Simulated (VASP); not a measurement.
# Au in VASP: notebook

The runs below take Au through single point, with PBE.

Program: VASP 6.6.1. These are calculated values, not measurements. Logs are shortened: lines on timing, memory, paths and dates and some standing lists are left out, and cuts for length are marked.

## Step 1: The cell of the first run

The structure is hexagonal, space group P6_3/mmc (No. 194). The conventional cell has a = 2.871 Å, b = 2.871 Å, c = 4.978 Å, α = 90.00°, β = 90.00°, γ = 120.00°. Within 3.8 Å of Au (site symmetry -6m2) lie 12 Au at 2.87 to 2.99 Å.

## Step 2: Single point, PBE (z stretched by +2 % at fixed volume)

The input, INCAR:

```
  ALGO = Normal
  EDIFF = 1E-6
  ENCUT = 520
  GGA = PE
  ISIF = 2
  ISMEAR = -1
  LASPH = True
  LCHARG = False
  LREAL = False
  LWAVE = False
  NBANDS = 18
  NELM = 80
  PREC = Accurate
  SIGMA = 0.03
```

The input, KPOINTS:

```
k-points
0
Gamma
  14 14 8
```

The input, POSCAR:

```
Au
1.0
    2.8714263008      0.0000000000      0.0000000000
   -1.4357131504      2.4867281216      0.0000000000
    0.0000000000      0.0000000000      4.9776000000
Au
2
Direct
    0.3333333333      0.6666666667      0.7500000000
    0.6666666667      0.3333333333      0.2500000000
```

Potentials or basis: VASP PAW PBE potentials, release 64 (Au).

The run is started by

```sh
> cat potpaw_PBE.64/Au/POTCAR > POTCAR
> mpirun -np 1 vasp_std > vasp.out
```

OUTCAR:

```text
EDIFF = 1E-6
   ENCUT = 520
   GGA = PE
   ISIF = 2
   ISMEAR = -1
   LASPH = True
   LREAL = False
   NELM = 80
   PREC = Accurate

 ion  position               nearest neighbor table
   1  0.333  0.667  0.750-   2 2.99   2 2.99   2 2.99   2 2.99   2 2.99   2 2.99
   2  0.667  0.333  0.250-   1 2.99   1 2.99   1 2.99   1 2.99   1 2.99   1 2.99

  LATTYP: Found a hexagonal cell.
 ALAT       =     2.8714263008
 C/A-ratio  =     1.7334939081

  Lattice vectors:

 A1 = (   2.8714263008,   0.0000000000,   0.0000000000)
 A2 = (  -1.4357131504,   2.4867281216,   0.0000000000)
 A3 = (   0.0000000000,   0.0000000000,   4.9776000000)

Analysis of symmetry for initial positions (statically):
=====================================================================
 Subroutine PRICEL returns:
 Original cell was already a primitive cell.

 Routine SETGRP: Setting up the symmetry group for a
 hexagonal supercell.

 Subroutine GETGRP returns: Found 24 space group operations
 (whereof 12 operations were pure point group operations)
 out of a pool of 24 trial point group operations.

The static configuration has the point symmetry D_3d.
 The point group associated with its full space group is D_6h.

Analysis of symmetry for dynamics (positions and initial velocities):
=====================================================================
 Subroutine PRICEL returns:
 Original cell was already a primitive cell.

 Routine SETGRP: Setting up the symmetry group for a
 hexagonal supercell.

 Subroutine GETGRP returns: Found 24 space group operations
 (whereof 12 operations were pure point group operations)
 out of a pool of 24 trial point group operations.

The dynamic configuration has the point symmetry D_3d.
 The point group associated with its full space group is D_6h.

 Subroutine INISYM returns: Found 24 space group operations
 (whereof 12 operations are pure point group operations),
 and found     1 'primitive' translations

----------------------------------------------------------------------------------------

                                     Primitive cell

  volume of cell :      35.5423

  direct lattice vectors                    reciprocal lattice vectors
     2.871426301  0.000000000  0.000000000     0.348258982  0.201067417  0.000000000
[... 81 lines left out ...]
   LNONCOLLINEAR =      F non collinear calculations
   LSORBIT =      F    spin-orbit coupling
   LASPH  =      T    aspherical Exc in radial PAW
   ENCUT  =  520.0 eV  38.22 Ry    6.18 a.u.   5.34  5.34  9.26*2*pi/ulx,y,z
   NELM   =     80;   NELMIN=  2; NELMDL= -5     # of ELM steps
   EDIFF  = 0.1E-05   stopping-criterion for ELM
   LREAL  =      F    real-space projection
   EDIFFG = 0.1E-04   stopping-criterion for IOM
   NSW    =      0    number of steps for IOM
   IBRION =     -1    ionic relax: 0-MD 1-quasi-New 2-CG
   NFREE  =      0    steps in history (QN), initial steepest desc. (CG)
   ISIF   =      2    stress and relaxation
   ISYM   =      2    0-nonsym 1-usesym 2-fastsym
   POTIM  = 0.5000    time-step for ionic-motion
   TEBEG  =    0.0;   TEEND  =   0.0 temperature during run
   PSTRESS=    0.0 pullay stress
   NELECT =      22.0000    total number of electrons
   NUPDOWN=      -1.0000    fix difference up-down
   EMIN   =  10.00;   EMAX   =-10.00  energy-range for DOS
   EFERMI =   0.00;   METHOD = LEGACY
   ISMEAR =    -1;   SIGMA  =   0.03  broadening in eV -4-tet -1-fermi 0-gaus
   EFERMI_NEDOS =   21; number of points for ismear=-14 and -15
   IALGO  =     38    algorithm
   IMIX   =      4    mixing-type and parameters
     AMIX     =   0.40;   BMIX     =  1.00
     AMIX_MAG =   1.60;   BMIX_MAG =  1.00
  volume/ion in A,a.u.               =      17.77       119.93
  Fermi-wavevector in a.u.,A,eV,Ry     =   1.395191  2.636529 26.484537  1.946559
  Thomas-Fermi vector in A             =   2.518667
   LORBIT       =      0    0 simple, 1 ext, 2 COOP (PROOUT), +10 PAW based schemes
   GGA     = PE    functional components
   LHFCALC =     F    Hartree Fock is set to
   AEXX    =    0.0000 exact exchange contribution
   IVDW    =     0    specifies the selected vdW correction
   LEPSILON=     F    determine dielectric tensor
   LRPA    =     F    only Hartree local field effects (RPA)
 non-spin polarized calculation
  energy-cutoff  :      520.00
  volume of cell :       35.54
 maximum number of plane-waves:       991
 NGX is ok and might be reduce to    24

 number of electron      22.0000004 magnetization

 Free energy of the ion-electron system (eV)
  ---------------------------------------------------
  ext. energy  EPLUGINS =         0.00000000
  ---------------------------------------------------
  free energy    TOTEN  =        -6.41233162 eV

  energy without entropy =       -6.40926314  energy(sigma->0) =       -6.41079738

 E-fermi :   8.8471     XC(G=0): -12.4627

 val. band max:        8.7920142774   @ k =   0.3571   0.1429   0.1250
 cond. band min:       8.8533840411   @ k =   0.4286   0.0714   0.2500
 fundamental gap:      0.0613697637
 Fermi energy:         8.8470970354

 k-point     1 :       0.0000    0.0000    0.0000
  band No.  band energies     occupation
      1      -0.6352      2.00000
      2       1.6529      2.00000
      3       3.9836      2.00000
      4       4.3937      2.00000
      5       4.3937      2.00000
      6       4.6471      2.00000
[... 481 lines left out ...]
      5       4.2480      2.00000
      6       4.3446      2.00000
[... 10 lines left out ...]
     17      19.5976      0.00000
     18      19.7531      0.00000

 [... further k-points ...]

------------------------ aborting loop because EDIFF is reached ----------------------------------------

  FORCE on cell =-STRESS in cart. coord.  units (eV):
  Direction    XX          YY          ZZ          XY          YZ          ZX
  --------------------------------------------------------------------------------------
  -------------------------------------------------------------------------------------
  Total        0.6507817      0.6507817      0.1247396      0.0000000     -0.0000000      0.0000000
  in kB       29.3359333     29.3359333      5.6230130      0.0000000     -0.0000000      0.0000000
  external PRESSURE =      21.4316265 kB  Pullay stress =       0.0000000 kB

 VOLUME and BASIS-vectors are now :
 -----------------------------------------------------------------------------
  energy-cutoff  :      520.00
  volume of cell :       35.54
      direct lattice vectors                 reciprocal lattice vectors
     2.871426301  0.000000000  0.000000000     0.348258982  0.201067417  0.000000000
    -1.435713150  2.486728122  0.000000000     0.000000000  0.402134834  0.000000000
     0.000000000  0.000000000  4.977600000     0.000000000  0.000000000  0.200900032

 POSITION                                       TOTAL-FORCE (eV/Angst)
 -----------------------------------------------------------------------------------
     -0.00000      1.65782      3.73320        -0.000000     -0.000000      0.000000
      1.43571      0.82891      1.24440         0.000000      0.000000      0.000000
 -----------------------------------------------------------------------------------
    total drift:                               -0.000000      0.000000     -0.000000

  FREE ENERGIE OF THE ION-ELECTRON SYSTEM (eV)
  ---------------------------------------------------
  free  energy   TOTEN  =        -6.4123316160 eV

  energy  without entropy=       -6.4092631438  energy(sigma->0) =       -6.41079738
```

stdout:

```text
POSCAR found type information on POSCAR Au
 POSCAR found :  1 types and       2 ions
 scaLAPACK will be used
 LDA part: xc-table for (Slater+PW92), standard interpolation
 POSCAR, INCAR and KPOINTS ok, starting setup
 FFT: planning ... GRIDC
 FFT: planning ... GRID_SOFT
 FFT: planning ... GRID
 WAVECAR not read
 entering main loop
```

It took 29 s on 1 thread of Intel Xeon 6975P-C, shared host; peak memory 0.21 GiB.

Results:

| Property | Result |
| --- | --- |
| Free energy | -6.4123 eV |
| Pressure | 2.1 GPa |
| Band gap on the k mesh | zero (band 11 reaches 12.67 eV, above the bottom of band 12 at 6.22 eV) |

Caveat: spin-orbit coupling is left out, which moves the levels of the heavy elements.

## Step 3: Single point, PBE

The input, INCAR:

```
SYSTEM = Au
ALGO = Normal
EDIFF = 1E-7
ENCUT = 520
GGA = PE
ISIF = 2
ISMEAR = 0
LASPH = .True.
LCHARG = .False.
LREAL = .False.
LWAVE = .False.
NBANDS = 18
NELM = 80
PREC = Accurate
SIGMA = 0.2
```

The input, KPOINTS:

```
k-points
0
Gamma
  14 14 8
  0 0 0
```

The input, POSCAR:

```
Au
1.0
    2.8999984104      0.0000000000      0.0000000000
   -1.4499992052      2.5114722944      0.0000000000
    0.0000000000      0.0000000000      4.8800000000
Au
2
Direct
    0.3333333333      0.6666666667      0.7500000000
    0.6666666667      0.3333333333      0.2500000000
```

Potentials or basis: VASP PAW PBE potentials, release 64 (Au).

The run is started by

```sh
> cat potpaw_PBE.64/Au/POTCAR > POTCAR
> mpirun -np 1 vasp_std > vasp.out
```

Wall time 30 s (1 thread of Intel Xeon 6975P-C, shared host); peak memory 0.2 GiB.

Results (log left out):

- Free energy: -6.4261 eV
- Pressure: 1.7 GPa
- Band gap on the k mesh: zero (band 11 reaches 12.56 eV, above the bottom of band 12 at 6.20 eV)

Stress tensor (GPa, compression positive):
```
1.81 0.00 0.00
0.00 1.81 0.00
0.00 0.00 1.47
```

Levels at points of the mesh, in eV from the Fermi level:
| k point | band 7 | band 8 | band 9 | band 10 | band 11 | band 12 | band 13 | band 14 | band 15 | band 16 |
| --- | --- | --- | --- | --- | --- | --- | --- | --- | --- | --- |
| (0.00, 0.00, 0.00) | -4.08 | -3.41 | -3.41 | -2.15 | -2.15 | -0.95 | 2.46 | 14.63 | 15.66 | 16.73 |
| (0.50, 0.00, 0.00) | -3.51 | -1.94 | -1.85 | -1.68 | 0.38 | 1.50 | 5.65 | 7.07 | 7.15 | 10.26 |
| (0.00, 0.00, 0.50) | -4.40 | -4.40 | -2.58 | -2.58 | -2.58 | -2.58 | 10.32 | 10.32 | 14.91 | 14.91 |
| (0.50, 0.00, 0.50) | -2.34 | -2.34 | -1.75 | -1.75 | 0.56 | 0.56 | 3.77 | 3.77 | 13.03 | 13.03 |

Caveat: spin-orbit coupling is left out, which moves the levels of the heavy elements.

## Step 4: Single point, PBE

The input, INCAR:

```
SYSTEM = Au
  PREC = Accurate
  ENCUT = 520
  EDIFF = 1E-7
  ISMEAR = -1
  SIGMA = 0.28
  LREAL = .False.
  LASPH = .True.
  NELM = 100
  ALGO = Normal
  ISIF = 2
  LWAVE = .False.
  LCHARG = .False.
  GGA = PE
  NBANDS = 18
```

The input, KPOINTS:

```
regular mesh
0
Gamma
  14 14 8
  0 0 0
```

POSCAR is that of step 3.

The run is started by

```sh
> cat potpaw_PBE.64/Au/POTCAR > POTCAR
> mpirun -np 1 vasp_std > vasp.out
```

Run time: 44 s. Hardware: 1 thread of Intel Xeon 6975P-C, shared host; peak memory 0.2 GiB.

Results (log left out):

```
Free energy            : -6.5032 eV
Pressure               : 1.8 GPa
Band gap on the k mesh : zero (band 11 reaches 12.56 eV, above the bottom of band 12 at 6.19 eV)
```

Stress tensor (GPa, compression positive):
```
1.94 0.00 0.00
0.00 1.94 0.00
0.00 0.00 1.50
```

Levels at points of the mesh, in eV from the Fermi level:
```tsv
k point	band 7	band 8	band 9	band 10	band 11	band 12	band 13	band 14	band 15	band 16
(0.00, 0.00, 0.00)	-4.09	-3.42	-3.42	-2.16	-2.16	-0.95	2.46	14.63	15.65	16.73
(0.50, 0.00, 0.00)	-3.52	-1.95	-1.86	-1.69	0.37	1.50	5.64	7.06	7.14	10.26
(0.00, 0.00, 0.50)	-4.41	-4.41	-2.59	-2.59	-2.59	-2.59	10.32	10.32	14.90	14.90
(0.50, 0.00, 0.50)	-2.35	-2.35	-1.76	-1.76	0.55	0.55	3.76	3.76	13.02	13.02
```

Caveat: spin-orbit coupling is left out, which moves the levels of the heavy elements.

## Step 5: Single point, PBE (atom 1 (Au) moved by [0.05, 0.0, 0.0] A)

The input, INCAR:

```
SYSTEM = Au
ALGO = Normal
EDIFF = 1E-6
ENCUT = 520
GGA = PE
ISIF = 2
ISMEAR = -1
LASPH = .TRUE.
LCHARG = .TRUE.
LELF = .TRUE.
LREAL = .FALSE.
LVHAR = .TRUE.
LWAVE = .FALSE.
NBANDS = 18
NELM = 60
PREC = Accurate
SIGMA = 0.03
```

The input, KPOINTS:

```
k-points
0
G
  14 14 8
  0 0 0
```

POSCAR, as its differences from that of step 4:

```diff
@@ -8,3 +8,3 @@
 Direct
-    0.3333333333      0.6666666667      0.7500000000
+    0.3505747221      0.6666666667      0.7500000000
     0.6666666667      0.3333333333      0.2500000000
```

The run is started by

```sh
> cat potpaw_PBE.64/Au/POTCAR > POTCAR
> mpirun -np 1 vasp_std > vasp.out
```

Wall time 2.7 min (1 thread of Intel Xeon 6975P-C, shared host); peak memory 0.37 GiB.

It converged, with:

```
Free energy            : -6.4169 eV
Pressure               : 1.8 GPa
Largest force          : 0.019 eV/Å
Band gap on the k mesh : zero (band 11 reaches 12.61 eV, above the bottom of band 12 at 6.22 eV)
```

Forces on the atoms (eV/Å):
```
Au  -0.018  0.005  0.000
Au   0.018 -0.005  0.000
```

Stress tensor (GPa, compression positive):
```
 1.98 -0.06  0.00
-0.06  1.95  0.00
 0.00  0.00  1.39
```

Levels at points of the mesh, in eV from the Fermi level:
```csv
k point,band 8,band 9,band 10,band 11,band 12,band 13,band 14,band 15
"(0.00, 0.00, 0.00)",-3.49,-3.34,-2.22,-2.08,-0.95,2.46,14.62,15.65
"(0.50, 0.00, 0.00)",-1.93,-1.83,-1.70,0.30,1.56,5.56,6.93,7.17
"(0.00, 0.50, 0.00)",-1.95,-1.85,-1.68,0.38,1.50,5.64,7.07,7.15
"(0.50, 0.50, 0.00)",-1.96,-1.86,-1.67,0.46,1.44,5.74,6.97,7.37
"(0.00, 0.00, 0.50)",-4.38,-2.60,-2.60,-2.56,-2.56,10.32,10.32,14.91
"(0.50, 0.00, 0.50)",-2.44,-1.75,-1.75,0.64,0.64,3.71,3.71,13.15
"(0.00, 0.50, 0.50)",-2.34,-1.75,-1.75,0.56,0.56,3.77,3.77,13.02
"(0.50, 0.50, 0.50)",-2.25,-1.75,-1.75,0.48,0.48,3.82,3.82,12.91
```

Caveat: the cell differs from its parent crystal (atom 1 (Au) moved by [0.05, 0.0, 0.0] A); spin-orbit coupling is left out, which moves the levels of the heavy elements.

## Step 6: Summary

```tsv
cell	smearing	gap on the mesh (eV)	pressure (GPa)
a = 2.871, b = 2.871, c = 4.978 Å, angles 90.0, 90.0, 120.0°, 2 atoms	fermi-dirac 0.03 eV	none	2.1
a = 2.900, b = 2.900, c = 4.880 Å, angles 90.0, 90.0, 120.0°, 2 atoms	gaussian 0.2 eV	none	1.7
a = 2.900, b = 2.900, c = 4.880 Å, angles 90.0, 90.0, 120.0°, 2 atoms	fermi-dirac 0.28 eV	none	1.8
a = 2.900, b = 2.900, c = 4.880 Å, angles 90.0, 90.0, 120.0°, 2 atoms	fermi-dirac 0.03 eV	none	1.8
```

Some of these runs hold the atoms at other places in the same cell, which the table doesn't show; runs alike in all that it shows share one row.

Alike in all rows: task single point; level PBE; potentials or basis VASP PAW PBE potentials, release 64 (Au); no spin polarisation; k mesh 14 × 14 × 8; cutoff (eV) 520.

Caveats: spin-orbit coupling is left out, which moves the levels of the heavy elements.

Absolute energies hang on the potentials; compare differences alone.
